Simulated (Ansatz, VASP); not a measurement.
## GaP: VASP beside Ansatz

Contents of INCAR:

```
PREC = Accurate ; ENCUT = 500
EDIFF = 1E-6 ; ISMEAR = 0
SIGMA = 0.05 ; LREAL = F
LASPH = T ; NELM = 120
ALGO = Normal ; ISIF = 2
LWAVE = F ; LCHARG = F
GGA = PE ; NBANDS = 16
GGA_COMPAT = F
```

Contents of KPOINTS:

```
regular mesh
0
Gamma
  6 6 6
```

The input POSCAR:

```
GaP
1.0
    0.0000000000      2.7252500000      2.5889875000
    2.7252500000      0.0000000000      2.5889875000
    2.7252500000      2.7252500000      0.0000000000
Ga P
1 1
Direct
    0.0000000000      0.0000000000      0.0000000000
    0.2500000000      0.2500000000      0.2500000000
```

Input for Ansatz:

```yaml
crystal:
  lattice:
    - [0.0, 2.72525, 2.5889875]
    - [2.72525, 0.0, 2.5889875]
    - [2.72525, 2.72525, 0.0]
  atoms:
    - { symbol: Ga, position: [0.0, 0.0, 0.0] }
    - { symbol: P, position: [0.25, 0.25, 0.25] }
basis:
  ecutwfc: 520.0
kpoints:
  mp_grid:
    grid: [6, 6, 6]
hamiltonian:
  xc: pbe
  pseudopotentials:
    kind: paw
scf:
  convergence:
    dr2_threshold: 1.0e-09
  occupations:
    method: gaussian
    width: 0.05
output:
  stress: true
```

Alike in both runs: task single point; functional PBE; k mesh 6 × 6 × 6; occupations gaussian, width 0.05 eV; no spin polarisation.

```csv
,VASP,Ansatz
version,VASP 6.6.1,Ansatz 0.2.0
potentials or method,"VASP PAW PBE potentials, release 64 (Ga_d, P), cutoff 500 eV","plane waves, PAW"
valence electrons in the cell,18,18
```

|  | VASP | Ansatz | Ansatz less VASP |
| --- | --- | --- | --- |
| pressure (GPa) | 7.4 | 7.5 | +0.13 |
| traceless stress, the component that is largest in VASP (GPa) | 2.26 | 2.25 | -0.010 |

Ansatz's warnings: stress scf threshold loose.
